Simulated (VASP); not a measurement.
# PdPt2 (P6/mmm) in VASP: a series of runs

Runs on PdPt2. Level: PBE. Tasks: relaxation of cell and atoms, single point.

All numbers are computed with VASP 6.6.1; they aren't measurements. Logs are shortened: lines on timing, memory, paths and dates and some standing lists are left out, and cuts for length are marked.

### 1 The cell of the first run

It takes space group P6/mmm (No. 191, hexagonal). Conventional cell: a = 4.357 Å, b = 4.357 Å, c = 2.569 Å, α = 90.00°, β = 90.00°, γ = 120.00°. Pd (site symmetry 6/mmm) has 2 Pd at 2.57 Å and 12 Pt at 2.82 Å within 3.4 Å. Within 3.3 Å of Pt (site symmetry -6m2) lie 5 Pt at 2.52 to 2.57 Å and 6 Pd at 2.82 Å.

### 2 Relaxation of cell and atoms, PBE

The input, INCAR:

```
SYSTEM = PdPt2
  ALGO = Normal
  EDIFF = 1E-6
  EDIFFG = -0.04
  ENCUT = 600
  GGA = PE
  IBRION = 2
  ISIF = 3
  ISMEAR = 0
  LASPH = .TRUE.
  LCHARG = .FALSE.
  LREAL = .FALSE.
  LWAVE = .FALSE.
  NELM = 80
  NSW = 90
  PREC = Accurate
  SIGMA = 0.1
```

The input, KPOINTS:

```
k-points
0
G
  6 6 6
  0 0 0
```

The input, POSCAR:

```
PdPt2
1.0
    4.3570630900      0.0000000000      0.0000000000
   -2.1785315400      3.7733273200      0.0000000000
    0.0000000000      0.0000000000      2.5690669000
Pd Pt
1 2
Direct
    0.0000000000      0.0000000000      0.0000000000
    0.3333333300      0.6666666700      0.5000000000
    0.6666666700      0.3333333300      0.5000000000
```

Potentials or basis: VASP PAW PBE potentials, release 64 (Pd, Pt).

Run with:

```sh
> cat potpaw_PBE.64/Pd/POTCAR potpaw_PBE.64/Pt/POTCAR > POTCAR
> mpirun -np 1 vasp_std > vasp.out
```

OUTCAR:

```text
SYSTEM = PdPt2
   EDIFF = 1E-6
   EDIFFG = -0.04
   ENCUT = 600
   GGA = PE
   IBRION = 2
   ISIF = 3
   ISMEAR = 0
   LASPH = .TRUE.
   LREAL = .FALSE.
   NELM = 80
   NSW = 90
   PREC = Accurate

 ion  position               nearest neighbor table
   1  0.000  0.000  0.000-   2 2.82   3 2.82   2 2.82   3 2.82   2 2.82   2 2.82   3 2.82   3 2.82
                             3 2.82   3 2.82   2 2.82   2 2.82
   2  0.333  0.667  0.500-   3 2.52   3 2.52   3 2.52   1 2.82   1 2.82   1 2.82   1 2.82   1 2.82
                             1 2.82
   3  0.667  0.333  0.500-   2 2.52   2 2.52   2 2.52   1 2.82   1 2.82   1 2.82   1 2.82   1 2.82
                             1 2.82

  LATTYP: Found a hexagonal cell.
 ALAT       =     4.3570630900
 C/A-ratio  =     0.5896327060

  Lattice vectors:

 A1 = (   4.3570630900,   0.0000000000,   0.0000000000)
 A2 = (  -2.1785315400,   3.7733273200,   0.0000000000)
 A3 = (   0.0000000000,   0.0000000000,   2.5690669000)

Analysis of symmetry for initial positions (statically):
=====================================================================
 Subroutine PRICEL returns:
 Original cell was already a primitive cell.

 Routine SETGRP: Setting up the symmetry group for a
 hexagonal supercell.

 Subroutine GETGRP returns: Found 24 space group operations
 (whereof 24 operations were pure point group operations)
 out of a pool of 24 trial point group operations.

The static configuration has the point symmetry D_6h.

Analysis of symmetry for dynamics (positions and initial velocities):
=====================================================================
 Subroutine PRICEL returns:
 Original cell was already a primitive cell.

 Routine SETGRP: Setting up the symmetry group for a
 hexagonal supercell.

 Subroutine GETGRP returns: Found 24 space group operations
 (whereof 24 operations were pure point group operations)
 out of a pool of 24 trial point group operations.

The dynamic configuration has the point symmetry D_6h.

 Subroutine INISYM returns: Found 24 space group operations
 (whereof 24 operations are pure point group operations),
 and found     1 'primitive' translations

----------------------------------------------------------------------------------------

                                     Primitive cell

  volume of cell :      42.2371

  direct lattice vectors                    reciprocal lattice vectors
     4.357063090  0.000000000  0.000000000     0.229512398  0.132509045  0.000000000
    -2.178531540  3.773327320  0.000000000     0.000000000  0.265018090  0.000000000
     0.000000000  0.000000000  2.569066900     0.000000000  0.000000000  0.389246384

  length of vectors
     4.357063090  4.357063086  2.569066900     0.265018090  0.265018090  0.389246384

  position of ions in fractional coordinates (direct lattice)
     0.000000000  0.000000000  0.000000000
     0.333333330  0.666666670  0.500000000
     0.666666670  0.333333330  0.500000000

  ion indices of the primitive-cell ions
   primitive index   ion index
                 1           1
                 2           2
                 3           3

----------------------------------------------------------------------------------------

 KPOINTS: k-points

Automatic generation of k-mesh.
 Grid dimensions read from file:
 generate k-points for:    6    6    6

 Generating k-lattice:

  Cartesian coordinates                     Fractional coordinates (reciprocal lattice)
     0.038252066  0.022084841  0.000000000     0.166666667  0.000000000  0.000000000
     0.000000000  0.044169682  0.000000000     0.000000000  0.166666667  0.000000000
     0.000000000  0.000000000  0.064874397     0.000000000  0.000000000  0.166666667

  Length of vectors
     0.044169682  0.044169682  0.064874397

  Shift w.r.t. Gamma in fractional coordinates (k-lattice)
     0.000000000  0.000000000  0.000000000

 Subroutine IBZKPT returns following result:
 ===========================================

 Found     28 irreducible k-points:

 Following reciprocal coordinates:
            Coordinates               Weight
  0.000000  0.000000  0.000000      1.000000
  0.166667  0.000000  0.000000      6.000000
  0.333333  0.000000  0.000000      6.000000
  0.500000 -0.000000  0.000000      3.000000
  0.166667  0.166667  0.000000      6.000000
  0.333333  0.166667  0.000000     12.000000
[... 16 lines left out ...]
  0.166667  0.000000  0.500000      6.000000
  0.333333  0.000000  0.500000      6.000000
 [... further k-points ...]
   k-points           NKPTS =     28   k-points in BZ     NKDIM =     28   number of bands    NBANDS=     19
   number of dos      NEDOS =    301   number of ions     NIONS =      3
   total plane-waves  NPLWV =  31104
   dimension x,y,z NGX =    36 NGY =   36 NGZ =   24
   dimension x,y,z NGXF=    72 NGYF=   72 NGZF=   48
   ions per type =               1   2
   NGX,Y,Z   is equivalent  to a cutoff of  13.74, 13.74, 15.53 a.u.
   NGXF,Y,Z  is equivalent  to a cutoff of  27.47, 27.47, 31.06 a.u.
 SYSTEM =  PdPt2
   PREC   = accura    normal or accurate (medium, high low for compatibility)
   ISTART =      0    job   : 0-new  1-cont  2-samecut
   ICHARG =      2    charge: 1-file 2-atom 10-const
   ISPIN  =      1    spin polarized calculation?
   LNONCOLLINEAR =      F non collinear calculations
   LSORBIT =      F    spin-orbit coupling
   LASPH  =      T    aspherical Exc in radial PAW
   ENCUT  =  600.0 eV  44.10 Ry    6.64 a.u.   8.70  8.70  5.13*2*pi/ulx,y,z
   NELM   =     80;   NELMIN=  2; NELMDL= -5     # of ELM steps
   EDIFF  = 0.1E-05   stopping-criterion for ELM
   LREAL  =      F    real-space projection
   EDIFFG = -.4E-01   stopping-criterion for IOM
   NSW    =     90    number of steps for IOM
   IBRION =      2    ionic relax: 0-MD 1-quasi-New 2-CG
   NFREE  =      1    steps in history (QN), initial steepest desc. (CG)
   ISIF   =      3    stress and relaxation
   ISYM   =      2    0-nonsym 1-usesym 2-fastsym
   POTIM  = 0.5000    time-step for ionic-motion
   TEBEG  =    0.0;   TEEND  =   0.0 temperature during run
   PSTRESS=    0.0 pullay stress
   NELECT =      30.0000    total number of electrons
   NUPDOWN=      -1.0000    fix difference up-down
   EMIN   =  10.00;   EMAX   =-10.00  energy-range for DOS
   EFERMI =   0.00;   METHOD = LEGACY
   ISMEAR =     0;   SIGMA  =   0.10  broadening in eV -4-tet -1-fermi 0-gaus
   EFERMI_NEDOS =   21; number of points for ismear=-14 and -15
   IALGO  =     38    algorithm
   IMIX   =      4    mixing-type and parameters
     AMIX     =   0.40;   BMIX     =  1.00
     AMIX_MAG =   1.60;   BMIX_MAG =  1.00
  volume/ion in A,a.u.               =      14.08        95.01
  Fermi-wavevector in a.u.,A,eV,Ry     =   1.460665  2.760257 29.028611  2.133543
  Thomas-Fermi vector in A             =   2.577088
   LORBIT       =      0    0 simple, 1 ext, 2 COOP (PROOUT), +10 PAW based schemes
   GGA     = PE    functional components
   LHFCALC =     F    Hartree Fock is set to
   AEXX    =    0.0000 exact exchange contribution
   IVDW    =     0    specifies the selected vdW correction
   LEPSILON=     F    determine dielectric tensor
   LRPA    =     F    only Hartree local field effects (RPA)
 conjugate gradient relaxation of ions
 non-spin polarized calculation
 Gauss-broadening in eV      SIGMA  =   0.10
  energy-cutoff  :      600.00
  volume of cell :       42.24
 maximum number of plane-waves:      1438
 NGX is ok and might be reduce to    36
   NGX = 17   NGY = 17   NGZ = 11

--------------------------------------- Ionic step        1  -------------------------------------------

 number of electron      30.0000002 magnetization

 Free energy of the ion-electron system (eV)
  ---------------------------------------------------
  ext. energy  EPLUGINS =         0.00000000
  ---------------------------------------------------
  free energy    TOTEN  =       -16.64995479 eV

  energy without entropy =      -16.62027466  energy(sigma->0) =      -16.63511473

 E-fermi :  11.8065     XC(G=0): -13.7522

 val. band max:       11.7975945503   @ k =   0.5000  -0.0000   0.3333
 cond. band min:      11.8070439497   @ k =   0.3333   0.0000   0.1667
 fundamental gap:      0.0094493993
 Fermi energy:        11.8065188505

 k-point     1 :       0.0000    0.0000    0.0000
  band No.  band energies     occupation
      1       2.0238      2.00000
      2       5.0666      2.00000
      3       6.4639      2.00000
      4       7.3743      2.00000
      5       7.3743      2.00000
      6       7.4021      2.00000
[... 11 lines left out ...]
     18      18.9572      0.00000
     19      19.1506      0.00000
[... 489 lines left out ...]
      3       5.4233      2.00000
      4       6.2081      2.00000
      5       7.0375      2.00000
      6       7.0432      2.00000
[... 11 lines left out ...]
     18      18.9121      0.00000
     19      19.1764      0.00000

 [... further k-points ...]

------------------------ aborting loop because EDIFF is reached ----------------------------------------

  FORCE on cell =-STRESS in cart. coord.  units (eV):
  Direction    XX          YY          ZZ          XY          YZ          ZX
  --------------------------------------------------------------------------------------
  -------------------------------------------------------------------------------------
  Total        8.3254571      8.3254571     11.4281926      0.0000000     -0.0000000      0.0000000
  in kB      315.8093076    315.8093073    433.5052812      0.0000004     -0.0000000      0.0000000
  external PRESSURE =     355.0412987 kB  Pullay stress =       0.0000000 kB
[... 207 lines left out ...]
  energy  without entropy=      -17.1628575620  energy(sigma->0) =      -17.18239411

--------------------------------------- Ionic step        7  -------------------------------------------

 number of electron      29.9999998 magnetization

 Free energy of the ion-electron system (eV)
  ---------------------------------------------------
  ext. energy  EPLUGINS =         0.00000000
  ---------------------------------------------------
  free energy    TOTEN  =       -17.20216069 eV

  energy without entropy =      -17.16318467  energy(sigma->0) =      -17.18267268

 E-fermi :   9.6175     XC(G=0): -13.0207

 val. band max:        9.6099942436   @ k =   0.1667   0.0000   0.0000
 cond. band min:       9.6270882477   @ k =   0.3333   0.3333   0.0000
 fundamental gap:      0.0170940041
 Fermi energy:         9.6174949458

 k-point     1 :       0.0000    0.0000    0.0000
  band No.  band energies     occupation
      1       1.0072      2.00000
      2       4.0644      2.00000
      3       5.3893      2.00000
      4       5.9161      2.00000
      5       5.9161      2.00000
      6       5.9384      2.00000
[... 11 lines left out ...]
     18      16.3193      0.00000
     19      16.5924      0.00000
[... 489 lines left out ...]
      3       4.4000      2.00000
      4       4.9354      2.00000
      5       5.4667      2.00000
      6       5.7565      2.00000
[... 11 lines left out ...]
     18      15.5581      0.00000
     19      16.4233      0.00000

 [... further k-points ...]

------------------------ aborting loop because EDIFF is reached ----------------------------------------

  FORCE on cell =-STRESS in cart. coord.  units (eV):
  Direction    XX          YY          ZZ          XY          YZ          ZX
  --------------------------------------------------------------------------------------
  -------------------------------------------------------------------------------------
  Total        0.0609689      0.0609689      0.0767367      0.0000000      0.0000000      0.0000000
  in kB        2.0510181      2.0510181      2.5814537      0.0000000      0.0000000      0.0000000
  external PRESSURE =       2.2278299 kB  Pullay stress =       0.0000000 kB
[... 18 lines left out ...]
  FREE ENERGIE OF THE ION-ELECTRON SYSTEM (eV)
  ---------------------------------------------------
  free  energy   TOTEN  =       -17.2021606933 eV

  energy  without entropy=      -17.1631846738  energy(sigma->0) =      -17.18267268

 reached required accuracy - stopping structural energy minimisation
```

Run time: 1.8 min. Hardware: 1 thread of Intel Xeon Platinum 8488C (Sapphire Rapids), shared host; peak memory 0.2 GiB.

Results:

```
Free energy                            : -17.2022 eV
Relaxed volume                         : 15.88 Å³/atom
Relaxed cell                           : a = 4.492 Å, b = 4.492 Å, c = 2.726 Å, α = 90.00°, β = 90.00°, γ = 120.00°
Space group after relaxing (to 0.05 Å) : P6/mmm (No. 191)
Energy gained by relaxing              : 184.1 meV/atom
Ionic steps                            : 7
Pressure after relaxing                : 0.2 GPa
Band gap on the k mesh                 : zero (band 15 reaches 10.95 eV, above the bottom of band 16 at 9.41 eV)
```

Step by step:
| step | energy change (eV) | largest force (eV/Å) | pressure (GPa) | volume (Å³) |
| --- | --- | --- | --- | --- |
| 1 | 0.0000 | 0.0000 | 35.50 | 42.24 |
| 2 | 1.4101 | 0.0000 | -26.94 | 64.28 |
| 3 | -0.5382 | 0.0000 | -3.32 | 48.45 |
| 4 | -0.5449 | 0.0000 | -1.01 | 47.88 |
| 5 | -0.5453 | 0.0000 | -0.31 | 47.72 |
| 6 | -0.5520 | 0.0000 | 0.33 | 47.61 |
| 7 | -0.5522 | 0.0000 | 0.22 | 47.63 |

Final structure:
```
Pd Pt
1.0
     4.49180    0.00000    0.00000
    -2.24590    3.89001    0.00000
     0.00000    0.00000    2.72570
Pd Pt
1 2
Direct
  0.00000 0.00000 0.00000
  0.33333 0.66667 0.50000
  0.66667 0.33333 0.50000
```

Levels at points of the mesh, in eV from the Fermi level:
```
           k point  band 12  band 13  band 14  band 15  band 16  band 17  band 18  band 19
(0.00, 0.00, 0.00)    -1.80    -1.63    -1.63     0.33     0.33     6.48     6.70     6.97
(0.50, 0.00, 0.00)    -0.80    -0.36    -0.28    -0.10     0.02     0.33     0.65     6.60
(0.00, 0.00, 0.50)    -0.57    -0.12    -0.12     1.33     1.79     2.89     8.32     9.21
(0.50, 0.00, 0.50)    -0.68    -0.36    -0.02     0.83     2.44     2.99     5.24     6.10
```

Caveat: the k points lie up to 0.38 Å⁻¹ apart in the final cell; spin-orbit coupling is left out, which moves the levels of the heavy elements.

### 3 Single point, PBE

This run uses another cell than the first one, of 15.93 Å³/atom, 1.131 times its volume.

The input, INCAR:

```
PREC = Accurate ; ENCUT = 520
EDIFF = 1E-6 ; ISMEAR = 0
SIGMA = 0.1 ; LREAL = False
LASPH = True ; NELM = 100
ALGO = Fast ; ISIF = 2
LWAVE = False ; LCHARG = False
GGA = PE ; NBANDS = 22
```

The input, KPOINTS:

```
regular mesh
0
Gamma
  12 12 16
```

The input, POSCAR:

```
PdPt2
1.0
    4.5070316231      0.0000000000      0.0000000000
   -2.2535158116      3.9032038813      0.0000000000
    0.0000000000      0.0000000000      2.7159260602
Pd Pt
1 2
Direct
    0.0000000000      0.0000000000      0.0000000000
    0.3333333333      0.6666666667      0.5000000000
    0.6666666667      0.3333333333      0.5000000000
```

Potentials or basis: VASP PAW PBE potentials, release 64 (Pd, Pt).

Run with:

```sh
> cat potpaw_PBE.64/Pd/POTCAR potpaw_PBE.64/Pt/POTCAR > POTCAR
> mpirun -np 1 vasp_std > vasp.out
```

Wall time 1.7 min (1 thread of Intel Xeon Platinum 8488C (Sapphire Rapids), shared host); peak memory 0.3 GiB.

Results (log left out):

```yaml
Free_energy: -17.1984 eV
Pressure: -0.5 GPa
Band_gap_on_the_k_mesh: zero (band 15 reaches 10.84 eV, above the bottom of band 16 at 9.32 eV)
```

Levels at points of the mesh, in eV from the Fermi level:
| k point | band 12 | band 13 | band 14 | band 15 | band 16 | band 17 | band 18 | band 19 |
| --- | --- | --- | --- | --- | --- | --- | --- | --- |
| (0.00, 0.00, 0.00) | -1.82 | -1.61 | -1.61 | 0.27 | 0.27 | 6.31 | 6.60 | 6.87 |
| (0.50, 0.00, 0.00) | -0.82 | -0.37 | -0.32 | -0.17 | -0.04 | 0.30 | 0.58 | 6.48 |
| (0.00, 0.00, 0.50) | -0.60 | -0.16 | -0.16 | 1.23 | 1.79 | 2.86 | 8.16 | 9.17 |
| (0.50, 0.00, 0.50) | -0.70 | -0.42 | -0.03 | 0.76 | 2.35 | 2.95 | 5.21 | 6.00 |

Caveat: spin-orbit coupling is left out, which moves the levels of the heavy elements.
